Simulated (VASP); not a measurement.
# Sc2As3Se3 (P31m) in VASP: single point with PBE

Aim: the single point of Sc2As3Se3 with PBE.

Everything below comes from runs of VASP 6.6.1. Logs are shortened: lines on timing, memory, paths and dates and some standing lists are left out, and cuts for length are marked.

## Step 1: The cell of the first run

The structure is trigonal, space group P31m (No. 157). The conventional cell has a = 7.231 Å, b = 7.231 Å, c = 5.208 Å, α = 90.00°, β = 90.00°, γ = 120.00°. Within 3.5 Å of Sc (site symmetry 3) lie 3 Se at 2.67 Å and 3 As at 2.72 Å. Within 3.2 Å of As (site symmetry m) lie 2 Se at 2.44 to 2.87 Å and 2 Sc at 2.72 Å. Within 3.2 Å of Se (site symmetry m) lie 2 As at 2.44 to 2.87 Å and 2 Sc at 2.67 Å.

## Step 2: Single point, PBE

Input file INCAR:

```
ALGO = Normal ; EDIFF = 1E-7
ENCUT = 520 ; GGA = PE
ISIF = 2 ; ISMEAR = 0
LASPH = T ; LCHARG = F
LREAL = F ; LWAVE = F
NBANDS = 38 ; NELM = 80
PREC = Accurate ; SIGMA = 0.2
```

Input file KPOINTS:

```
k-points
0
Gamma
  3 3 3
```

Input file POSCAR:

```
Sc2As3Se3
1.0
    7.2314950195      0.0000000000      0.0000000000
   -3.6157475098      6.2626583943      0.0000000000
    0.0000000000      0.0000000000      5.2083271124
Sc As Se
2 3 3
Direct
    0.6666666667      0.3333333333     -0.0304391122
    0.3333333333      0.6666666667     -0.0304391122
    0.0000000000      0.5906627087      0.2810409757
    0.4093372913      0.4093372913      0.2810409757
    0.5906627087      0.0000000000      0.2810409757
    0.6596450890      0.0000000000      0.7392517658
    0.3403549110      0.3403549110      0.7392517658
    0.0000000000      0.6596450890      0.7392517658
```

Potentials or basis: VASP PAW PBE potentials, release 64 (Sc_sv, As, Se).

Run with:

```
cat potpaw_PBE.64/Sc_sv/POTCAR potpaw_PBE.64/As/POTCAR potpaw_PBE.64/Se/POTCAR > POTCAR
mpirun -np 1 vasp_std > vasp.out
```

OUTCAR:

```text
EDIFF = 1E-7
   ENCUT = 520
   GGA = PE
   ISIF = 2
   ISMEAR = 0
   LASPH = T
   LREAL = F
   NELM = 80
   PREC = Accurate

 ion  position               nearest neighbor table
   1  0.667  0.333  0.970-   6 2.67   8 2.67   7 2.67   5 2.72   3 2.72   4 2.72
   2  0.333  0.667  0.970-   8 2.67   6 2.67   7 2.67   3 2.72   5 2.72   4 2.72
   3  0.000  0.591  0.281-   8 2.44   2 2.72   1 2.72
   4  0.409  0.409  0.281-   7 2.44   1 2.72   2 2.72
   5  0.591  0.000  0.281-   6 2.44   1 2.72   2 2.72
   6  0.660  0.000  0.739-   5 2.44   1 2.67   2 2.67
   7  0.340  0.340  0.739-   4 2.44   1 2.67   2 2.67
   8  0.000  0.660  0.739-   3 2.44   2 2.67   1 2.67

  LATTYP: Found a hexagonal cell.
 ALAT       =     7.2314950195
 C/A-ratio  =     0.7202282652

  Lattice vectors:

 A1 = (   7.2314950195,   0.0000000000,   0.0000000000)
 A2 = (  -3.6157475098,   6.2626583943,   0.0000000000)
 A3 = (   0.0000000000,   0.0000000000,   5.2083271124)

Analysis of symmetry for initial positions (statically):
=====================================================================
 Subroutine PRICEL returns:
 Original cell was already a primitive cell.

 Routine SETGRP: Setting up the symmetry group for a
 hexagonal supercell.

 Subroutine GETGRP returns: Found  6 space group operations
 (whereof  6 operations were pure point group operations)
 out of a pool of 24 trial point group operations.

The static configuration has the point symmetry C_3v.

Analysis of symmetry for dynamics (positions and initial velocities):
=====================================================================
 Subroutine PRICEL returns:
 Original cell was already a primitive cell.

 Routine SETGRP: Setting up the symmetry group for a
 hexagonal supercell.

 Subroutine GETGRP returns: Found  6 space group operations
 (whereof  6 operations were pure point group operations)
 out of a pool of 24 trial point group operations.

The dynamic configuration has the point symmetry C_3v.

 Subroutine INISYM returns: Found  6 space group operations
 (whereof  6 operations are pure point group operations),
 and found     1 'primitive' translations

----------------------------------------------------------------------------------------

                                     Primitive cell

  volume of cell :     235.8767

  direct lattice vectors                    reciprocal lattice vectors
     7.231495019  0.000000000  0.000000000     0.138283992  0.079838300  0.000000000
    -3.615747510  6.262658394  0.000000000     0.000000000  0.159676600  0.000000000
     0.000000000  0.000000000  5.208327112     0.000000000  0.000000000  0.192000229

  length of vectors
     7.231495019  7.231495020  5.208327112     0.159676600  0.159676600  0.192000229

  position of ions in fractional coordinates (direct lattice)
     0.666666667  0.333333333  0.969560888
     0.333333333  0.666666667  0.969560888
     0.000000000  0.590662709  0.281040976
     0.409337291  0.409337291  0.281040976
     0.590662709  0.000000000  0.281040976
     0.659645089  0.000000000  0.739251766
     0.340354911  0.340354911  0.739251766
     0.000000000  0.659645089  0.739251766

  ion indices of the primitive-cell ions
   primitive index   ion index
                 1           1
                 2           2
                 3           3
                 4           4
                 5           5
                 6           6
                 7           7
                 8           8

----------------------------------------------------------------------------------------

 KPOINTS: k-points

Automatic generation of k-mesh.
 Grid dimensions read from file:
 generate k-points for:    3    3    3

 Generating k-lattice:

  Cartesian coordinates                     Fractional coordinates (reciprocal lattice)
     0.046094664  0.026612767  0.000000000     0.333333333  0.000000000  0.000000000
     0.000000000  0.053225533  0.000000000     0.000000000  0.333333333  0.000000000
     0.000000000  0.000000000  0.064000076     0.000000000  0.000000000  0.333333333

  Length of vectors
     0.053225533  0.053225533  0.064000076

  Shift w.r.t. Gamma in fractional coordinates (k-lattice)
     0.000000000  0.000000000  0.000000000

 Subroutine IBZKPT returns following result:
 ===========================================

 Found      7 irreducible k-points:

 Following reciprocal coordinates:
            Coordinates               Weight
  0.000000  0.000000  0.000000      1.000000
  0.333333 -0.000000  0.000000      6.000000
  0.333333  0.333333  0.000000      2.000000
  0.000000  0.000000  0.333333      2.000000
  0.333333 -0.000000  0.333333     12.000000
  0.333333  0.333333  0.333333      2.000000
 -0.333333 -0.333333  0.333333      2.000000
   k-points           NKPTS =      7   k-points in BZ     NKDIM =      7   number of bands    NBANDS=     38
   number of dos      NEDOS =    301   number of ions     NIONS =      8
   total plane-waves  NPLWV = 116640
   dimension x,y,z NGX =    54 NGY =   54 NGZ =   40
   dimension x,y,z NGXF=   108 NGYF=  108 NGZF=   80
   ions per type =               2   3   3
   NGX,Y,Z   is equivalent  to a cutoff of  12.41, 12.41, 12.77 a.u.
   NGXF,Y,Z  is equivalent  to a cutoff of  24.83, 24.83, 25.54 a.u.
 SYSTEM =  unknown system
   PREC   = accura    normal or accurate (medium, high low for compatibility)
   ISTART =      0    job   : 0-new  1-cont  2-samecut
   ICHARG =      2    charge: 1-file 2-atom 10-const
   ISPIN  =      1    spin polarized calculation?
   LNONCOLLINEAR =      F non collinear calculations
   LSORBIT =      F    spin-orbit coupling
   LASPH  =      T    aspherical Exc in radial PAW
   ENCUT  =  520.0 eV  38.22 Ry    6.18 a.u.  13.45 13.45  9.68*2*pi/ulx,y,z
   NELM   =     80;   NELMIN=  2; NELMDL= -5     # of ELM steps
   EDIFF  = 0.1E-06   stopping-criterion for ELM
   LREAL  =      F    real-space projection
   EDIFFG = 0.1E-05   stopping-criterion for IOM
   NSW    =      0    number of steps for IOM
   IBRION =     -1    ionic relax: 0-MD 1-quasi-New 2-CG
   NFREE  =      0    steps in history (QN), initial steepest desc. (CG)
   ISIF   =      2    stress and relaxation
   ISYM   =      2    0-nonsym 1-usesym 2-fastsym
   POTIM  = 0.5000    time-step for ionic-motion
   TEBEG  =    0.0;   TEEND  =   0.0 temperature during run
   PSTRESS=    0.0 pullay stress
   NELECT =      55.0000    total number of electrons
   NUPDOWN=      -1.0000    fix difference up-down
   EMIN   =  10.00;   EMAX   =-10.00  energy-range for DOS
   EFERMI =   0.00;   METHOD = LEGACY
   ISMEAR =     0;   SIGMA  =   0.20  broadening in eV -4-tet -1-fermi 0-gaus
   EFERMI_NEDOS =   21; number of points for ismear=-14 and -15
   IALGO  =     38    algorithm
   IMIX   =      4    mixing-type and parameters
     AMIX     =   0.40;   BMIX     =  1.00
     AMIX_MAG =   1.60;   BMIX_MAG =  1.00
  volume/ion in A,a.u.               =      29.48       198.97
  Fermi-wavevector in a.u.,A,eV,Ry     =   1.007629  1.904143 13.814219  1.015316
  Thomas-Fermi vector in A             =   2.140446
   LORBIT       =      0    0 simple, 1 ext, 2 COOP (PROOUT), +10 PAW based schemes
   GGA     = PE    functional components
   LHFCALC =     F    Hartree Fock is set to
   AEXX    =    0.0000 exact exchange contribution
   IVDW    =     0    specifies the selected vdW correction
   LEPSILON=     F    determine dielectric tensor
   LRPA    =     F    only Hartree local field effects (RPA)
 non-spin polarized calculation
 Gauss-broadening in eV      SIGMA  =   0.20
  energy-cutoff  :      520.00
  volume of cell :      235.88
 maximum number of plane-waves:      6421
 NGX is ok and might be reduce to    54
   NGX = 27   NGY = 27   NGZ = 19

 number of electron      54.9999998 magnetization

 Free energy of the ion-electron system (eV)
  ---------------------------------------------------
  ext. energy  EPLUGINS =         0.00000000
  ---------------------------------------------------
  free energy    TOTEN  =       -41.40893873 eV

  energy without entropy =      -41.31403771  energy(sigma->0) =      -41.36148822

 E-fermi :   1.9140     XC(G=0):  -8.3591

 val. band max:        1.8810983347   @ k =   0.0000   0.0000   0.3333
 cond. band min:       2.0210157078   @ k =  -0.3333  -0.3333   0.3333
 fundamental gap:      0.1399173731
 Fermi energy:         1.9139787453

 k-point     1 :       0.0000    0.0000    0.0000
  band No.  band energies     occupation
      1     -47.4986      2.00000
      2     -47.4970      2.00000
      3     -26.1801      2.00000
      4     -26.1801      2.00000
      5     -26.1572      2.00000
      6     -26.1572      2.00000
[... 30 lines left out ...]
     37       5.0042      0.00000
     38       5.6495      0.00000

 k-point     2 :       0.3333   -0.0000    0.0000
  band No.  band energies     occupation
      1     -47.4982      2.00000
      2     -47.4973      2.00000
      3     -26.1810      2.00000
      4     -26.1758      2.00000
      5     -26.1615      2.00000
      6     -26.1563      2.00000
[... 30 lines left out ...]
     37       5.3068      0.00000
     38       5.9488      0.00000

 k-point     3 :       0.3333    0.3333    0.0000
  band No.  band energies     occupation
      1     -47.4978      2.00000
      2     -47.4978      2.00000
      3     -26.1818      2.00000
      4     -26.1687      2.00000
      5     -26.1687      2.00000
      6     -26.1555      2.00000
[... 30 lines left out ...]
     37       5.5227      0.00000
     38       5.5227      0.00000

 k-point     4 :       0.0000    0.0000    0.3333
  band No.  band energies     occupation
      1     -47.4986      2.00000
      2     -47.4969      2.00000
      3     -26.1798      2.00000
      4     -26.1798      2.00000
      5     -26.1571      2.00000
      6     -26.1571      2.00000
[... 30 lines left out ...]
     37       5.1434      0.00000
     38       5.1434      0.00000

 k-point     5 :       0.3333   -0.0000    0.3333
  band No.  band energies     occupation
      1     -47.4982      2.00000
      2     -47.4973      2.00000
      3     -26.1807      2.00000
      4     -26.1756      2.00000
      5     -26.1614      2.00000
      6     -26.1562      2.00000
[... 30 lines left out ...]
     37       5.1572      0.00000
     38       5.3150      0.00000

 k-point     6 :       0.3333    0.3333    0.3333
  band No.  band energies     occupation
      1     -47.4978      2.00000
      2     -47.4978      2.00000
      3     -26.1816      2.00000
      4     -26.1685      2.00000
      5     -26.1685      2.00000
      6     -26.1554      2.00000
[... 30 lines left out ...]
     37       5.1572      0.00000
     38       5.1572      0.00000

 k-point     7 :      -0.3333   -0.3333    0.3333
  band No.  band energies     occupation
      1     -47.4978      2.00000
      2     -47.4978      2.00000
      3     -26.1816      2.00000
      4     -26.1685      2.00000
      5     -26.1685      2.00000
      6     -26.1554      2.00000
[... 30 lines left out ...]
     37       5.1410      0.00000
     38       5.1432      0.00000

------------------------ aborting loop because EDIFF is reached ----------------------------------------

  FORCE on cell =-STRESS in cart. coord.  units (eV):
  Direction    XX          YY          ZZ          XY          YZ          ZX
  --------------------------------------------------------------------------------------
  -------------------------------------------------------------------------------------
  Total        0.4003705      0.4003705      0.1348283     -0.0000000      0.0000000      0.0000000
  in kB        2.7194905      2.7194905      0.9158123     -0.0000000      0.0000000      0.0000000
  external PRESSURE =       2.1182644 kB  Pullay stress =       0.0000000 kB

 VOLUME and BASIS-vectors are now :
 -----------------------------------------------------------------------------
  energy-cutoff  :      520.00
  volume of cell :      235.88
      direct lattice vectors                 reciprocal lattice vectors
     7.231495019  0.000000000  0.000000000     0.138283992  0.079838300  0.000000000
    -3.615747510  6.262658394  0.000000000     0.000000000  0.159676600  0.000000000
     0.000000000  0.000000000  5.208327112     0.000000000  0.000000000  0.192000229

 POSITION                                       TOTAL-FORCE (eV/Angst)
 -----------------------------------------------------------------------------------
      3.61575      2.08755      5.04979         0.000000     -0.000000      0.061350
     -0.00000      4.17511      5.04979         0.000000     -0.000000      0.061350
     -2.13569      3.69912      1.46375         0.005104     -0.008841     -0.045741
      1.48006      2.56354      1.46375         0.005104      0.008841     -0.045741
      4.27137      0.00000      1.46375        -0.010209     -0.000000     -0.045741
      4.77022      0.00000      3.85027        -0.002099     -0.000000      0.004842
      1.23064      2.13153      3.85027         0.001050      0.001818      0.004842
     -2.38511      4.13113      3.85027         0.001050     -0.001818      0.004842
 -----------------------------------------------------------------------------------
    total drift:                               -0.000001     -0.000002     -0.000445

  FREE ENERGIE OF THE ION-ELECTRON SYSTEM (eV)
  ---------------------------------------------------
  free  energy   TOTEN  =       -41.4089387270 eV

  energy  without entropy=      -41.3140377053  energy(sigma->0) =      -41.36148822
```

Wall time 2.7 min (1 thread of Intel Xeon 8259CL, shared host); peak memory 0.37 GiB.

Results:

| Item | Value |
| --- | --- |
| Free energy | -41.4089 eV |
| Pressure | 0.2 GPa |
| Largest force | 0.061 eV/Å |
| Band gap on the k mesh | zero (an odd number of electrons rules out a gap without spin polarisation) |

Forces on the atoms (eV/Å):
```
Sc   0.000  0.000  0.061
Sc   0.000  0.000  0.061
As   0.005 -0.009 -0.046
As   0.005  0.009 -0.046
As  -0.010  0.000 -0.046
Se  -0.002  0.000  0.005
Se   0.001  0.002  0.005
Se   0.001 -0.002  0.005
```

Stress tensor (GPa, compression positive):
```
0.27 0.00 0.00
0.00 0.27 0.00
0.00 0.00 0.09
```

Caveat: the k points lie up to 0.40 Å⁻¹ apart, too coarse for converged energies and pressures of a metal.
